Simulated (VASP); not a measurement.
# LiAl32O48 (a cell with a defect) in VASP: single point with PBE

Aim: the single point of LiAl32O48 (a cell with a defect) with PBE.

All numbers are computed with VASP 6.6.1; they aren't measurements. Logs are shortened: lines on timing, memory, paths and dates and some standing lists are left out, and cuts for length are marked.

## Step 1: The cell of the first run

The cell holds a defect, 81 atoms: a = 10.361 Å, b = 10.361 Å, c = 10.361 Å, α = 55.29°, β = 55.29°, γ = 55.29°.

## Step 2: Single point, PBE

Contents of INCAR:

```
PREC = Accurate ; ENCUT = 520
EDIFF = 1E-7 ; ISMEAR = -1
SIGMA = 0.01 ; LREAL = Auto
LASPH = True ; NELM = 80
ALGO = Normal ; ISIF = 2
LWAVE = False ; LCHARG = False
GGA = PE ; NBANDS = 240
NELECT = 386.0
```

Contents of KPOINTS:

```
Automatic mesh
0
Gamma
  1 1 1
```

Contents of POSCAR:

```
LiAl32O48
1.0
    4.8078835200      2.7758328500      8.7484141900
   -4.8078835200      2.7758328500      8.7484141900
    0.0000000000     -5.5516656900      8.7484141900
Al O Li
32 48 1
Direct
    0.3061736026      0.3278465486      0.3554540337
    0.4266480760      0.4296891231      0.4294211973
    0.0736491128      0.0737932511      0.0774254758
    0.1766533517      0.1775626916      0.1769500514
    0.3201087260      0.3233236542      0.8220647626
    0.4232698421      0.4430419517      0.8954513858
    0.0719676389      0.0751530322      0.5753464942
    0.1696672921      0.1728287663      0.6875817139
    0.3233515737      0.8255444804      0.3241750329
    0.4230158770      0.9285060765      0.4286443329
    0.0720524744      0.5751491052      0.0756384532
    0.1746917941      0.6782002485      0.1758025076
    0.3225308597      0.8261048315      0.8251301393
    0.4258222515      0.9253734553      0.9283704599
    0.0701623870      0.5756985527      0.5776156548
    0.1744091115      0.6797189823      0.6739935417
    0.8246116992      0.3240885500      0.3231350709
    0.9238238851      0.4275092406      0.4263069885
    0.5815653528      0.0645702988      0.0681783789
    0.6850032432      0.1685165210      0.1834768620
    0.8215972875      0.3268979068      0.8228603708
    0.9243346244      0.4266642898      0.9273109106
    0.5727257199      0.0734043470      0.5773305246
    0.6766332447      0.1770674815      0.6740570720
    0.8242987999      0.8221356860      0.3258593064
    0.9256661698      0.9263051204      0.4279680870
    0.5723401967      0.5733069423      0.0745740083
    0.6762719011      0.6762080477      0.1740189926
    0.8236796825      0.8242942981      0.8235523475
    0.9279296676      0.9255835209      0.9256752989
    0.5772021946      0.5804539373      0.5636967524
    0.6748416297      0.6779461143      0.6761782622
    0.2216717761      0.0308998915      0.3755202220
    0.4689842202      0.1246320758      0.2908465143
    0.0280548070      0.3757637299      0.2220754687
    0.3775089622      0.2255949241      0.0296022111
    0.1177647852      0.2798978728      0.4793781214
    0.2720673622      0.4775729648      0.1262879079
    0.2204031487      0.0274040887      0.8798055832
    0.4714465083      0.1253769762      0.7804178918
    0.0256043138      0.3756117532      0.7248733918
    0.3691071840      0.2236392256      0.5384367724
    0.1243063236      0.2789683484      0.9732045090
    0.2756740859      0.4743454964      0.6257204934
    0.2190228886      0.5311891450      0.3783254116
    0.4710391013      0.6255644755      0.2783404690
    0.0267044161      0.8756833864      0.2232862667
    0.3741820130      0.7219647730      0.0294441824
    0.1242206192      0.7797972335      0.4725072796
    0.2785582498      0.9735665598      0.1258370402
    0.2192045838      0.5307587206      0.8732384202
    0.4700493081      0.6321218702      0.7722950557
    0.0280896051      0.8760658473      0.7217443611
    0.3743568932      0.7244483613      0.5266409911
    0.1242840083      0.7795669382      0.9720565773
    0.2751606024      0.9743709693      0.6277423711
    0.7223128246      0.0260879710      0.3797081148
    0.9717854516      0.1251711393      0.2791014853
    0.5243244515      0.3725497679      0.2218757377
    0.8744069209      0.2218836251      0.0300814782
    0.6246449893      0.2784155116      0.4710188167
    0.7764364570      0.4713918372      0.1256750333
    0.7238742682      0.0276604381      0.8717530910
    0.9692667086      0.1254852436      0.7816051387
    0.5265508062      0.3808351296      0.7126379557
    0.8738711470      0.2234261046      0.5281830573
    0.6251394872      0.2812663478      0.9605254333
    0.7756124106      0.4747923109      0.6237932353
    0.7226551160      0.5294667835      0.3716857635
    0.9702390369      0.6258032798      0.2795493784
    0.5281312705      0.8753351894      0.2214687216
    0.8744203959      0.7231708915      0.0282209674
    0.6244647160      0.7806744072      0.4699467660
    0.7757264332      0.9742740885      0.1256966782
    0.7191345801      0.5283514640      0.8759493119
    0.9703081056      0.6256851560      0.7790660976
    0.5264860893      0.8761447266      0.7232699012
    0.8738382753      0.7219496122      0.5298340362
    0.6248245549      0.7781620884      0.9723696840
    0.7771306833      0.9728132526      0.6257651410
    0.4456980660      0.3037511995      0.1257854723
```

Potentials or basis: VASP PAW PBE potentials, release 64 (Al, O, Li_sv).

Run with:

```bash
> cat potpaw_PBE.64/Al/POTCAR potpaw_PBE.64/O/POTCAR potpaw_PBE.64/Li_sv/POTCAR > POTCAR
> mpirun -np 1 vasp_gam > vasp.out
```

OUTCAR:

```text
PREC = Accurate
   ENCUT = 520
   EDIFF = 1E-7
   ISMEAR = -1
   LREAL = Auto
   LASPH = True
   NELM = 80
   ISIF = 2
   GGA = PE
   NELECT = 386.0

 ion  position               nearest neighbor table
   1  0.306  0.328  0.355-  37 1.80  42 1.86  45 1.86  34 2.00  59 2.03  81 2.04  38 2.08   2 2.60
                             8 2.68  12 2.84  20 3.05  18 3.19  10 3.31  15 3.32
   2  0.427  0.430  0.429-  46 1.85  44 1.85  61 1.85  45 2.03  42 2.03  59 2.07   1 2.60  27 2.83
                            23 2.85  15 2.85   5 3.19   9 3.22  17 3.24
   3  0.074  0.074  0.077-  39 1.87  47 1.87  60 1.88  58 1.97  50 1.99  43 1.99   4 2.68  26 2.81
                            14 2.82  22 2.83  20 3.17   8 3.20  12 3.24
   4  0.177  0.178  0.177-  35 1.87  33 1.87  36 1.90  50 1.99  43 2.00  58 2.01   3 2.68  17 2.82
                             9 2.82   5 2.83  11 3.25   7 3.25  19 3.28
   5  0.320  0.323  0.822-  43 1.84  44 1.85  40 1.85  51 2.03  65 2.03  36 2.07   6 2.60   4 2.83
                            16 2.85  24 2.85   2 3.19  22 3.22  14 3.24
   6  0.423  0.443  0.895-  52 1.80  65 1.86  51 1.86  67 1.99  36 2.03  81 2.04  38 2.09   5 2.60
                            31 2.68  11 2.85  19 3.05  13 3.20  21 3.30  16 3.33
   7  0.072  0.075  0.575-  53 1.87  66 1.87  33 1.88  37 1.98  56 1.99  64 2.00   8 2.69  30 2.80
                            10 2.81  18 2.82  16 3.24  24 3.24   4 3.25
   8  0.170  0.173  0.688-  39 1.84  41 1.87  42 1.90  64 1.95  56 1.98  37 2.02   1 2.68   7 2.69
                            13 2.78  21 2.78   3 3.20  15 3.29  23 3.29
   9  0.323  0.826  0.324-  50 1.86  49 1.88  46 1.88  54 1.98  71 1.99  33 2.00  10 2.69  16 2.80
[... 83 lines left out ...]
  69  0.723  0.529  0.372-  31 1.84  28 1.87  18 1.98  17 1.99
  70  0.970  0.626  0.280-  25 1.85  18 1.87  11 1.99  12 2.00
  71  0.528  0.875  0.221-  19 1.83  28 1.88   9 1.99  10 2.02
  72  0.874  0.723  0.028-  11 1.87  28 1.87  30 1.99  29 2.00
  73  0.624  0.781  0.470-  25 1.86  10 1.88  31 1.95  32 2.00
  74  0.776  0.974  0.126-  30 1.90  25 1.90  19 1.97  20 1.97
  75  0.719  0.528  0.876-  27 1.87  32 1.88  21 1.98  22 2.00
  76  0.970  0.626  0.779-  29 1.86  22 1.88  15 1.96  16 2.00
  77  0.526  0.876  0.723-  23 1.86  32 1.87  13 1.98  14 1.99
  78  0.874  0.722  0.530-  15 1.86  32 1.87  25 1.98  26 2.00
  79  0.625  0.778  0.972-  14 1.87  29 1.88  28 1.97  27 2.01
  80  0.777  0.973  0.626-  26 1.87  29 1.87  24 1.98  23 1.98
  81  0.446  0.304  0.126-  34 1.67  67 1.67  38 1.67   6 2.04   1 2.04  36 2.13  59 2.13  19 2.29
                            20 2.29

  LATTYP: Found a trigonal (rhomboedric) cell.
 ALAT       =    10.3612616410
 COS(alpha) =     0.5693617618

  Lattice vectors:

 A1 = (   4.8078835200,   2.7758328500,   8.7484141900)
 A2 = (  -4.8078835200,   2.7758328500,   8.7484141900)
 A3 = (   0.0000000000,  -5.5516656900,   8.7484141900)

Analysis of symmetry for initial positions (statically):
[... 270 lines left out ...]
   NELECT =     386.0000    total number of electrons
   NUPDOWN=      -1.0000    fix difference up-down
   EMIN   =  10.00;   EMAX   =-10.00  energy-range for DOS
   EFERMI =   0.00;   METHOD = LEGACY
   ISMEAR =    -1;   SIGMA  =   0.01  broadening in eV -4-tet -1-fermi 0-gaus
   EFERMI_NEDOS =   21; number of points for ismear=-14 and -15
   IALGO  =     38    algorithm
   IMIX   =      4    mixing-type and parameters
     AMIX     =   0.40;   BMIX     =  1.00
     AMIX_MAG =   1.60;   BMIX_MAG =  1.00
  volume/ion in A,a.u.               =       8.65        58.36
  Fermi-wavevector in a.u.,A,eV,Ry     =   1.342130  2.536258 24.508358  1.801314
  Thomas-Fermi vector in A             =   2.470309
   LORBIT       =      0    0 simple, 1 ext, 2 COOP (PROOUT), +10 PAW based schemes
   GGA     = PE    functional components
   LHFCALC =     F    Hartree Fock is set to
   AEXX    =    0.0000 exact exchange contribution
   IVDW    =     0    specifies the selected vdW correction
   LEPSILON=     F    determine dielectric tensor
   LRPA    =     F    only Hartree local field effects (RPA)
 non-spin polarized calculation
  energy-cutoff  :      520.00
  volume of cell :      700.53
 maximum number of plane-waves:      9404
 NGX is ok and might be reduce to    80
   NGX = 39   NGY = 39   NGZ = 39

 number of electron     386.0000016 magnetization

 Free energy of the ion-electron system (eV)
  ---------------------------------------------------
  ext. energy  EPLUGINS =         0.00000000
  ---------------------------------------------------
  free energy    TOTEN  =      -606.30833701 eV

  energy without entropy =     -606.30833701  energy(sigma->0) =     -606.30833701

 E-fermi :   6.2808     XC(G=0): -11.5531

 val. band max:        5.8867088058   @ k =   0.0000   0.0000   0.0000
 cond. band min:      11.7018373371   @ k =   0.0000   0.0000   0.0000
 fundamental gap:      5.8151285313
 Fermi energy:         6.2807556521

 k-point     1 :       0.0000    0.0000    0.0000
  band No.  band energies     occupation
      1     -37.2109      2.00000
      2     -13.1502      2.00000
      3     -12.2745      2.00000
      4     -12.1873      2.00000
      5     -12.1526      2.00000
      6     -12.1073      2.00000
[... 197 lines left out ...]
    204      15.0113      0.00000
    205      15.0806      0.00000
 [bands above 205 left out]

------------------------ aborting loop because EDIFF is reached ----------------------------------------

  FORCE on cell =-STRESS in cart. coord.  units (eV):
  Direction    XX          YY          ZZ          XY          YZ          ZX
  --------------------------------------------------------------------------------------
  -------------------------------------------------------------------------------------
  Total       -1.3532524      4.8676625     -5.9200841      0.0271469     -5.2529412     -0.0684545
  in kB       -3.0950063     11.1327693    -13.5397493      0.0620872    -12.0139353     -0.1565614
  external PRESSURE =      -1.8339955 kB  Pullay stress =       0.0000000 kB

 VOLUME and BASIS-vectors are now :
 -----------------------------------------------------------------------------
  energy-cutoff  :      520.00
  volume of cell :      700.53
      direct lattice vectors                 reciprocal lattice vectors
     4.807883520  2.775832850  8.748414190     0.103995864  0.060042040  0.038102144
    -4.807883520  2.775832850  8.748414190    -0.103995864  0.060042040  0.038102144
     0.000000000 -5.551665690  8.748414190     0.000000000 -0.120084080  0.038102144

 POSITION                                       TOTAL-FORCE (eV/Angst)
 -----------------------------------------------------------------------------------
     -0.10420     -0.21343      8.65633         0.033967     -0.025207      0.011676
     -0.01462     -0.00695     11.24835         0.001075      0.007765      0.010523
     -0.00069     -0.02057      1.96724        -0.008168      0.000988     -0.015391
     -0.00437      0.00088      4.64686        -0.003554     -0.007968     -0.002132
     -0.01546     -2.77777     12.82078         0.006693     -0.000223     -0.003905
     -0.09506     -2.56651     15.41263        -0.023262      0.014066      0.000912
[... 73 lines left out ...]
     -0.94082      1.38351     20.78369         0.006003      0.000752      0.000529
      0.68246      1.38203      7.65692        -0.033034      0.002901     -0.011533
 -----------------------------------------------------------------------------------
    total drift:                               -0.014810     -0.002755      0.004992

  FREE ENERGIE OF THE ION-ELECTRON SYSTEM (eV)
  ---------------------------------------------------
  free  energy   TOTEN  =      -606.3083370111 eV

  energy  without entropy=     -606.3083370111  energy(sigma->0) =     -606.30833701
```

Run time: 14 min. Hardware: 1 thread of Intel Xeon 8259CL, shared host; peak memory 0.96 GiB.

What came out:

```yaml
Free_energy: -606.3083 eV
Largest_force: 0.073 eV/Å
```

Forces in eV/Å, atoms in the order of the input:
```
Al   0.034 -0.025  0.012
Al   0.001  0.008  0.011
Al  -0.008  0.001 -0.015
Al  -0.004 -0.008 -0.002
Al   0.007  0.000 -0.004
Al  -0.023  0.014  0.001
Al  -0.001 -0.001 -0.012
Al  -0.006  0.003  0.002
Al  -0.001 -0.004 -0.009
Al   0.015 -0.007  0.002
Al   0.002 -0.005 -0.008
Al   0.005 -0.006  0.010
Al   0.000 -0.003 -0.007
Al   0.000  0.004  0.007
Al   0.003  0.006 -0.008
Al  -0.001 -0.001  0.006
Al  -0.002 -0.001 -0.005
Al   0.004 -0.003  0.009
Al   0.011  0.002 -0.006
Al   0.012  0.006  0.011
Al   0.007 -0.001 -0.009
Al  -0.001 -0.002  0.014
Al   0.004 -0.003 -0.003
Al  -0.001  0.006  0.009
Al  -0.004  0.005 -0.008
Al  -0.002  0.004  0.007
Al  -0.001  0.007  0.004
Al  -0.001 -0.006  0.015
Al   0.001  0.000 -0.004
Al  -0.006 -0.002  0.005
Al  -0.002 -0.003 -0.006
Al  -0.002  0.002  0.011
O   -0.002 -0.003  0.007
O    0.045 -0.054 -0.003
O    0.001  0.006  0.002
O    0.003  0.001  0.008
O   -0.012  0.008 -0.004
O   -0.070  0.014 -0.005
O    0.001 -0.001  0.007
O   -0.002 -0.005  0.000
O   -0.002 -0.001 -0.001
O    0.011 -0.006  0.000
O    0.001 -0.001  0.001
O   -0.004 -0.002  0.000
O   -0.016 -0.001  0.002
O   -0.004  0.002 -0.001
O    0.007 -0.004  0.000
O   -0.002 -0.004 -0.002
O   -0.001  0.000 -0.001
O    0.004  0.004  0.005
O   -0.015  0.003 -0.007
O    0.005 -0.002 -0.004
O   -0.001  0.002 -0.002
O    0.001  0.000 -0.002
O   -0.002  0.003  0.001
O    0.005  0.006 -0.004
O   -0.005 -0.004  0.004
O    0.002 -0.002  0.003
O   -0.006 -0.001 -0.002
O    0.006  0.003  0.003
O   -0.003  0.003 -0.001
O    0.001 -0.001 -0.010
O   -0.001 -0.002 -0.004
O   -0.004 -0.001  0.001
O    0.014  0.001  0.002
O    0.001 -0.003 -0.002
O    0.054  0.049  0.005
O    0.002 -0.007  0.002
O   -0.006  0.006 -0.006
O   -0.004  0.000 -0.002
O    0.001  0.000  0.000
O    0.006  0.003  0.000
O   -0.008  0.006 -0.003
O   -0.005  0.000 -0.002
O   -0.004  0.002 -0.006
O   -0.009 -0.001  0.001
O    0.002 -0.004  0.001
O    0.003 -0.002  0.004
O   -0.002  0.003 -0.003
O    0.006  0.001  0.001
Li  -0.033  0.003 -0.012
```

Caveat: the k points lie up to 0.79 Å⁻¹ apart; the cell carries a net charge on a neutralising background, which shifts energy and pressure; the cell is charged against a uniform background, so pressure and absolute levels hang on convention; the cutoff is under 1.25 times the usual one of these potentials, so pressure, stress and relaxed cells hold a basis-set (Pulay) error.
